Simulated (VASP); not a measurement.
Runs of VASP 6.6.1 on BiIr. The structure is that of space group F-43m (No. 216), or close to it. The cells are those of the table. 

| level | potentials or basis | cell | k mesh | cutoff (eV) | second run | gap on the mesh (eV) | pressure (GPa) |
| --- | --- | --- | --- | --- | --- | --- | --- |
| r2SCAN | VASP PAW PBE potentials, release 64 (Ir, Bi_d) | a = 4.312 Å, angles 60.0°, 2 atoms | 10 × 10 × 10 | 520 | - | none | (b) |
| r2SCAN | VASP PAW PBE potentials, release 64 (Ir, Bi_d) | a = 4.394 Å, angles 60.0°, 2 atoms | 10 × 10 × 10 | 520 | - | none | -5.2 |
| PBE | VASP PAW PBE potentials, release 64 (Ir, Bi_d) | a = 4.088 Å, angles 60.0°, 2 atoms | 6 × 6 × 6 | 520 | - | none | 23.7 |
| r2SCAN | VASP PAW PBE potentials, release 64 (Ir, Bi_d) | a = 4.268 Å, angles 60.0°, 2 atoms | 10 × 10 × 10 | 520 | - | none | 2.4 |
| r2SCAN | VASP PAW PBE potentials, release 64 (Ir, Bi_d) | a = 4.335 Å, angles 60.0°, 2 atoms | 10 × 10 × 10 | 520 | - | none | (a) |
| r2SCAN | VASP PAW PBE potentials, release 64 (Ir, Bi_d) | a = 4.353 Å, angles 60.0°, 2 atoms | 10 × 10 × 10 | 520 | - | none | -3.1 |
| LDA | VASP PAW LDA potentials, release 64 (Ir_sv_GW, Bi_d) | a = 4.296 Å, angles 60.0°, 2 atoms | 10 × 10 × 10 | 500 | valence_matched | none | -3.9 |
| PBE | VASP PAW PBE potentials, release 64 (Ir, Bi_d) | a = 3.936 Å, angles 60.0°, 2 atoms | 6 × 6 × 6 | 520 | - | none | 51.6 |
| r2SCAN | VASP PAW PBE potentials, release 64 (Ir, Bi_d) | a = 4.296 Å, angles 60.0°, 2 atoms | 10 × 10 × 10 | 520 | - | none | 0.4 |
| r2SCAN | VASP PAW PBE potentials, release 64 (Ir, Bi_d) | a = 4.238 Å, angles 60.0°, 2 atoms | 10 × 10 × 10 | 520 | - | none | 4.7 |
| PBE | VASP PAW PBE potentials, release 64 (Ir, Bi_d) | a = 4.335 Å, angles 60.0°, 2 atoms | 6 × 6 × 6 | 520 | - | none | 0.1 |

Alike in all rows: task single point; no spin polarisation; smearing gaussian 0.05 eV.

Q: Fill in the values left out.

A: (a) -2.1; (b) -0.6.

Caveats: spin-orbit coupling is left out, which moves the levels of the heavy elements; the PAW data sets were made with another functional, which shifts forces and pressure a little (some runs).

A k mesh can miss the band edges, and the runs leave out spin-orbit coupling on Bi, Ir.

A gap of «none» marks levels without a gap at the run's occupations.

The runs don't all hold the same shells in valence.
